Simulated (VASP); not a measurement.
Wanted: the native input for a VASP 6.6.1 run.

```
Task                   : single point
Functional             : LDA
Potentials or basis    : VASP PAW LDA potentials, release 64 (Hf_pv, N)
Cutoff                 : 600 eV
k mesh                 : 12 × 12 × 12
Occupations            : fermi-dirac, width 0.15 eV
Spin                   : no spin polarisation
Dipole correction      : no
Further INCAR settings : ALGO = Normal; EDIFF = 1e-06; NBANDS = 14
```

The structure of HfN (vib) lies in POSCAR:

```
HfN
1.0
    0.0000000000      2.2343350229      2.2343350229
    2.2343350229      0.0000000000      2.2343350229
    2.2343350229      2.2343350229      0.0000000000
Hf N
1 1
Direct
    0.0000000000      0.0000000000      0.0000000000
    0.5000000000      0.5000000000      0.5000000000
```

One way to write it, as run:

INCAR

```
PREC = Accurate
ENCUT = 600
EDIFF = 1E-6
ISMEAR = -1
SIGMA = 0.15
LREAL = False
LASPH = True
NELM = 120
ALGO = Normal
ISIF = 2
LWAVE = False
LCHARG = False
NBANDS = 14
GGA_COMPAT = False
```

KPOINTS

```
Automatic mesh
0
Gamma
  12 12 12
```

Potentials or basis: VASP PAW LDA potentials, release 64 (Hf_pv, N).

Run with:

```sh
$ cat potpaw_LDA.64/Hf_pv/POTCAR potpaw_LDA.64/N/POTCAR > POTCAR
$ mpirun -np 1 vasp_std > vasp.out
```

It gave:

```yaml
Pressure: -1.3 GPa
```

Wall time 52 s on 1 thread of Intel Xeon 8259CL, on a shared host, peak memory 0.16 GiB.
